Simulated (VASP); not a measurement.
Runs of VASP 6.6.1 on Si. The typed cell holds 2 atoms: a = 2.610 Å, b = 2.865 Å, c = 4.641 Å, α = 97.92°, β = 100.20°, γ = 95.83°. 

```csv
level,share of exact exchange,gap on the mesh (eV),pressure (GPa),largest force (eV/Å)
PBE-based screened hybrid with 20 % exact exchange,0.2,none,-6.3,0.55
PBE-based screened hybrid with 30 % exact exchange,0.3,none,-7.2,0.53
PBE-based screened hybrid with 5 % exact exchange,0.05,none,-5.0,0.56
PBE-based screened hybrid with 25 % exact exchange,0.25,none,-6.8,0.54
PBE-based screened hybrid with 10 % exact exchange,0.1,none,(b),0.56
PBE-based screened hybrid with 40 % exact exchange,0.4,none,-8.2,0.53
PBE-based screened hybrid with 50 % exact exchange,0.5,none,(a),0.53
PBE-based screened hybrid with 15 % exact exchange,0.15,none,-5.8,0.55
```

Alike in all rows: task single point; potentials or basis VASP PAW PBE potentials, release 64 (Si); no spin polarisation; cell as given; k mesh 5 × 5 × 3; cutoff (eV) 520; smearing fermi-dirac 0.05 eV.

**Question.** Estimate the missing entries.

**Answer.** (a) -9.0; (b) -5.4.

Caveats: all runs use coarse meshes; the PAW data sets were made with another functional, which shifts forces and pressure a little.

A gap of «none» marks levels without a gap at the run's occupations.
